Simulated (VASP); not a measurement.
Wanted: the native input for a VASP 6.6.1 run.

```
Task                   : single point
Functional             : PBEsol
Potentials or basis    : VASP PAW PBE potentials, release 64 (Al)
Cutoff                 : 520 eV
k mesh                 : 9 × 9 × 9
Occupations            : methfessel-paxton, width 0.1 eV
Spin                   : no spin polarisation
Dipole correction      : no
Further INCAR settings : ALGO = Normal; EDIFF = 1e-06; NBANDS = 8
```

The structure of Al lies in POSCAR:

```
Al
1.0
   -1.5277038653      1.5277038653      1.5277038653
    1.5277038653     -1.5277038653      1.5277038653
    1.5277038653      1.5277038653     -1.5277038653
Al
1
Direct
    0.0000000000      0.0000000000      0.0000000000
```

The input as run:

INCAR

```
  PREC = Accurate
  ENCUT = 520
  EDIFF = 1E-6
  ISMEAR = 1
  SIGMA = 0.1
  LREAL = False
  LASPH = True
  NELM = 60
  ALGO = Normal
  ISIF = 2
  LWAVE = False
  LCHARG = False
  GGA = PS
  NBANDS = 8
```

KPOINTS

```
Automatic mesh
0
Gamma
  9 9 9
```

Potentials or basis: VASP PAW PBE potentials, release 64 (Al).

The run is started by

```sh
$ cat potpaw_PBE.64/Al/POTCAR > POTCAR
$ mpirun -np 1 vasp_std > vasp.out
```

It gave:

```
Pressure : 15.0 GPa
```

Caveat: the PAW data sets were made with another functional, which shifts forces and pressure a little.

Run time: 2 s on 1 thread of Intel(R) Xeon(R) 6975P-C (Granite Rapids), on a shared host, peak memory 0.11 GiB.
